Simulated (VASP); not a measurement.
# MgCdS4 (P-6m2) in VASP: relaxation of cell and atoms with PBE

Aim: the relaxation of cell and atoms of MgCdS4 with PBE.

Program: VASP 6.6.1. These are calculated values, not measurements. Logs are shortened: lines on timing, memory, paths and dates and some standing lists are left out, and cuts for length are marked.

### Step 1. The cell of the first run

The structure is hexagonal, space group P-6m2 (No. 187). Conventional cell: a = 5.861 Å, b = 5.861 Å, c = 4.094 Å, α = 90.00°, β = 90.00°, γ = 120.00°. Within 3.5 Å of Mg (site symmetry -6m2) lie 9 S at 2.64 to 3.38 Å and 3 Cd at 3.38 Å. Cd (site symmetry -6m2) has 15 S at 3.38 to 3.57 Å and 3 Mg at 3.38 Å and 2 Cd at 4.09 Å within 4.4 Å. S (site symmetry -6m2) has 6 S at 2.67 Å and 3 Cd at 3.38 Å and 3 Mg at 3.38 Å within 3.5 Å. S (site symmetry mm2) has 2 Mg at 2.64 Å and 6 S at 2.67 to 2.98 Å and 4 Cd at 3.57 Å within 3.6 Å.

The cell was generated, and may not be a known phase.

### Step 2. Relaxation of cell and atoms, PBE

Contents of INCAR:

```
SYSTEM = MgCdS4
ALGO = Normal ; EDIFF = 1E-7
EDIFFG = -0.01 ; ENCUT = 600
GGA = PE ; IBRION = 2
ISIF = 3 ; ISMEAR = 0
LASPH = .TRUE. ; LCHARG = .FALSE.
LREAL = .FALSE. ; LWAVE = .FALSE.
NELM = 80 ; NSW = 100
PREC = Accurate ; SIGMA = 0.1
```

Contents of KPOINTS:

```
k-points
0
G
  6 6 10
  0 0 0
```

Contents of POSCAR:

```
MgCdS4
1.0
    5.8609733392      0.0000000000      0.0000000000
   -2.9304866696      5.0757518026      0.0000000000
    0.0000000000      0.0000000000      4.0938322320
Mg Cd S
1 1 4
Direct
    0.0000000000      0.0000000000      0.0000000000
    0.6666666667      0.3333333333      0.0000000000
    0.3333333333      0.6666666667      0.0000000000
    0.6718115287      0.8359057644      0.5000000000
    0.1640942356      0.8359057644      0.5000000000
    0.1640942356      0.3281884713      0.5000000000
```

Potentials or basis: VASP PAW PBE potentials, release 64 (Mg, Cd, S).

Started as:

```sh
$ cat potpaw_PBE.64/Mg/POTCAR potpaw_PBE.64/Cd/POTCAR potpaw_PBE.64/S/POTCAR > POTCAR
$ mpirun -np 1 vasp_std > vasp.out
```

OUTCAR:

```text
SYSTEM = MgCdS4
   EDIFF = 1E-7
   EDIFFG = -0.01
   ENCUT = 600
   GGA = PE
   IBRION = 2
   ISIF = 3
   ISMEAR = 0
   LASPH = .TRUE.
   LREAL = .FALSE.
   NELM = 80
   NSW = 100
   PREC = Accurate

 ion  position               nearest neighbor table
   1  0.000  0.000  0.000-   5 2.64   5 2.64   6 2.64   6 2.64   4 2.64   4 2.64   2 3.38   2 3.38
                             2 3.38
   2  0.667  0.333  0.000-   1 3.38   1 3.38   1 3.38
   3  0.333  0.667  0.000-   6 2.67   6 2.67   4 2.67   4 2.67   5 2.67   5 2.67
   4  0.672  0.836  0.500-   1 2.64   1 2.64   3 2.67   3 2.67
   5  0.164  0.836  0.500-   1 2.64   1 2.64   3 2.67   3 2.67
   6  0.164  0.328  0.500-   1 2.64   1 2.64   3 2.67   3 2.67

  LATTYP: Found a hexagonal cell.
 ALAT       =     5.8609733392
 C/A-ratio  =     0.6984901645

  Lattice vectors:

 A1 = (   5.8609733392,   0.0000000000,   0.0000000000)
 A2 = (  -2.9304866696,   5.0757518026,   0.0000000000)
 A3 = (   0.0000000000,   0.0000000000,   4.0938322320)

Analysis of symmetry for initial positions (statically):
=====================================================================
 Subroutine PRICEL returns:
 Original cell was already a primitive cell.

 Routine SETGRP: Setting up the symmetry group for a
 hexagonal supercell.

 Subroutine GETGRP returns: Found 12 space group operations
 (whereof 12 operations were pure point group operations)
 out of a pool of 24 trial point group operations.

The static configuration has the point symmetry D_3h.

Analysis of symmetry for dynamics (positions and initial velocities):
=====================================================================
 Subroutine PRICEL returns:
 Original cell was already a primitive cell.

 Routine SETGRP: Setting up the symmetry group for a
 hexagonal supercell.

 Subroutine GETGRP returns: Found 12 space group operations
 (whereof 12 operations were pure point group operations)
 out of a pool of 24 trial point group operations.

The dynamic configuration has the point symmetry D_3h.

 Subroutine INISYM returns: Found 12 space group operations
 (whereof 12 operations are pure point group operations),
 and found     1 'primitive' translations

----------------------------------------------------------------------------------------

[... 121 lines left out ...]
  volume/ion in A,a.u.               =      20.30       136.98
  Fermi-wavevector in a.u.,A,eV,Ry     =   1.110374  2.098303 16.775039  1.232931
  Thomas-Fermi vector in A             =   2.246925
   LORBIT       =      0    0 simple, 1 ext, 2 COOP (PROOUT), +10 PAW based schemes
   GGA     = PE    functional components
   LHFCALC =     F    Hartree Fock is set to
   AEXX    =    0.0000 exact exchange contribution
   IVDW    =     0    specifies the selected vdW correction
   LEPSILON=     F    determine dielectric tensor
   LRPA    =     F    only Hartree local field effects (RPA)
 conjugate gradient relaxation of ions
 non-spin polarized calculation
 Gauss-broadening in eV      SIGMA  =   0.10
  energy-cutoff  :      600.00
  volume of cell :      121.79
 maximum number of plane-waves:      4084
 NGX is ok and might be reduce to    48
   NGX = 23   NGY = 23   NGZ = 17

--------------------------------------- Ionic step        1  -------------------------------------------

 number of electron      38.0000000 magnetization

 Free energy of the ion-electron system (eV)
  ---------------------------------------------------
  ext. energy  EPLUGINS =         0.00000000
  ---------------------------------------------------
  free energy    TOTEN  =       -16.20449184 eV

  energy without entropy =      -16.17281156  energy(sigma->0) =      -16.18865170

------------------------ aborting loop because EDIFF is reached ----------------------------------------

  FORCE on cell =-STRESS in cart. coord.  units (eV):
  Direction    XX          YY          ZZ          XY          YZ          ZX
  --------------------------------------------------------------------------------------
  -------------------------------------------------------------------------------------
  Total        0.5147329      0.5147329      0.6073022      0.0000000      0.0000000     -0.0000000
  in kB        6.7716166      6.7716166      7.9894207      0.0000000      0.0000000     -0.0000000
  external PRESSURE =       7.1775513 kB  Pullay stress =       0.0000000 kB
[... 101 lines left out ...]
  FREE ENERGIE OF THE ION-ELECTRON SYSTEM (eV)
  ---------------------------------------------------
  free  energy   TOTEN  =       -16.2228648978 eV

  energy  without entropy=      -16.1902226175  energy(sigma->0) =      -16.20654376

[... ionic steps 4 to 35 ...]

--------------------------------------- Ionic step       36  -------------------------------------------

 number of electron      38.0000006 magnetization

------------------------ aborting loop because EDIFF is reached ----------------------------------------
[... 75 lines left out ...]
--------------------------------------- Ionic step       38  -------------------------------------------

 number of electron      38.0000006 magnetization

 Free energy of the ion-electron system (eV)
  ---------------------------------------------------
  ext. energy  EPLUGINS =         0.00000000
  ---------------------------------------------------
  free energy    TOTEN  =       -17.65278358 eV

  energy without entropy =      -17.63873890  energy(sigma->0) =      -17.64576124

 E-fermi :   3.3117     XC(G=0):  -9.4768

 val. band max:        3.2975645389   @ k =   0.1667   0.0000   0.5000
 cond. band min:       3.3202148080   @ k =   0.3333   0.3333   0.0000
 fundamental gap:      0.0226502690
 Fermi energy:         3.3117329417

 k-point     1 :       0.0000    0.0000    0.0000
  band No.  band energies     occupation
      1     -12.6234      2.00000
      2      -9.2389      2.00000
      3      -9.2389      2.00000
      4      -7.6582      2.00000
      5      -4.9066      2.00000
      6      -4.4700      2.00000
[... 613 lines left out ...]
     22       4.8950      0.00000
     23       7.4473      0.00000

 [... further k-points ...]

------------------------ aborting loop because EDIFF is reached ----------------------------------------

  FORCE on cell =-STRESS in cart. coord.  units (eV):
  Direction    XX          YY          ZZ          XY          YZ          ZX
  --------------------------------------------------------------------------------------
  -------------------------------------------------------------------------------------
  Total        0.0002953      0.0002953      0.0414726      0.0000000     -0.0000000      0.0000000
  in kB        0.0036796      0.0036796      0.5167462      0.0000000     -0.0000000      0.0000000
  external PRESSURE =       0.1747018 kB  Pullay stress =       0.0000000 kB
[... 21 lines left out ...]
  FREE ENERGIE OF THE ION-ELECTRON SYSTEM (eV)
  ---------------------------------------------------
  free  energy   TOTEN  =       -17.6527835830 eV

  energy  without entropy=      -17.6387389041  energy(sigma->0) =      -17.64576124

 reached required accuracy - stopping structural energy minimisation
```

OSZICAR:

```text
N       E                     dE             d eps       ncg     rms          rms(c)
DAV:   1     0.249074850309E+03    0.24907E+03   -0.19155E+04  1940   0.164E+03
DAV:   2     0.277131187303E+01   -0.24630E+03   -0.24126E+03  2360   0.312E+02
DAV:   3    -0.167480137638E+02   -0.19519E+02   -0.19238E+02  2394   0.850E+01
DAV:   4    -0.171166340136E+02   -0.36862E+00   -0.36690E+00  2059   0.126E+01
[... 432 lines left out ...]
DAV:   2    -0.176528443825E+02    0.11599E-03   -0.31486E-04  2271   0.116E-01    0.451E-02
DAV:   3    -0.176527906326E+02    0.53750E-04   -0.52029E-05  2051   0.430E-02    0.162E-02
DAV:   4    -0.176527838394E+02    0.67932E-05   -0.11019E-05  2205   0.193E-02    0.747E-03
DAV:   5    -0.176527836132E+02    0.22620E-06   -0.63338E-07  2226   0.508E-03    0.425E-03
DAV:   6    -0.176527835830E+02    0.30195E-07   -0.98288E-08  1134   0.197E-03
  38 F= -.17652784E+02 E0= -.17645761E+02  d E =-.773800E-04
```

Run time: 48 min. Hardware: 1 thread of Intel Xeon Platinum 8488C (Sapphire Rapids), shared host; peak memory 0.39 GiB.

What came out:

- Free energy: -17.6528 eV
- Relaxed volume: 21.43 Å³/atom
- Relaxed cell: a = 6.835 Å, b = 6.835 Å, c = 3.178 Å, α = 90.00°, β = 90.00°, γ = 120.00°
- Space group after relaxing (to 0.1 Å): P-6m2 (No. 187)
- Energy gained by relaxing: 241.4 meV/atom
- Ionic steps: 38
- Pressure after relaxing: 0.0 GPa
- Largest force after relaxing: 0.009 eV/Å
- Band gap on the k mesh: zero (bands 19 and 20 overlap by 0.31 eV)

Forces in eV/Å, atoms in the order of the input:
```
Mg   0.000  0.000  0.000
Cd   0.000  0.000  0.000
S    0.000  0.000  0.000
S    0.008  0.004  0.000
S   -0.008  0.004  0.000
S    0.000 -0.009  0.000
```

The path:
```
step  energy change (eV)  largest force (eV/Å)  pressure (GPa)  volume (Å³)
   1              0.0000                0.2569            0.72       121.79
   2             -0.0128                0.2131            0.11       123.40
   3             -0.0184                0.1699           -0.58       125.42
   4             -0.0278                0.0757           -0.18       124.91
   5             -0.0306                0.0089            0.21       124.48
   6             -0.0355                0.0315            0.20       125.01
   7             -0.0591                0.1196            0.17       126.59
   8             -0.1208                0.3379            0.12       129.62
   9             -0.1670                0.8516            0.42       135.15
  10             -0.1708                0.6847            0.23       133.45
  11             -0.1724                0.7403            0.28       134.04
  12             -0.1728                0.7444            0.28       134.11
  13             -0.1742                0.7565            0.27       134.31
  14             -0.1762                0.7810            0.25       134.70
  15             -0.1779                0.8314            0.23       135.49
  16             -0.1804                0.8323            0.21       135.52
  17             -0.1882                0.8353            0.15       135.61
  18             -0.2037                0.8416            0.03       135.79
  19             -0.2353                0.8561           -0.22       136.13
  20             -0.3011                0.8901           -0.69       136.81
  21             -0.4416                0.9515           -1.59       138.13
  22             -0.7289                1.0046           -3.07       140.54
  23             -1.1114                0.6362           -4.46       144.44
  24             -1.1504                0.3990           -4.49       145.35
  25             -1.2007                0.2896           -4.10       143.98
  26             -1.2425                0.1099           -3.33       141.82
  27             -1.2447                0.0518           -3.06       141.16
  28             -1.2894                0.0477           -2.72       139.47
  29             -1.3884                0.0373           -1.50       134.43
  30             -1.4136                0.1064            2.03       124.61
  31             -1.4317                0.0695            0.50       128.41
  32             -1.4368                0.0613            0.32       128.73
  33             -1.4452                0.0346           -0.22       129.67
  34             -1.4457                0.0270           -0.39       129.96
  35             -1.4475                0.0078           -0.20       129.34
  36             -1.4482                0.0142            0.03       128.60
  37             -1.4482                0.0153            0.04       128.57
  38             -1.4483                0.0087            0.02       128.59
```

Final structure:
```xyz
6
Lattice="6.8355 0.0000 0.0000 -3.4177 5.9197 0.0000 0.0000 0.0000 3.1778" Properties=species:S:1:pos:R:3 pbc="T T T"
Mg    0.0000    0.0000    3.1778
Cd    3.4177    1.9732    3.1778
S     0.0000    3.9465    3.1778
S     1.6531    4.9009    1.5889
S    -1.6531    4.9009    1.5889
S     0.0000    2.0376    1.5889
```

Caveat: semilocal functionals underestimate gaps, and a narrow one can read as zero; a cell axis changed by over 15 % at a fixed basis, so the end point is rough.

The gap in the log of VASP goes by the Fermi energy; the results here count the filled bands.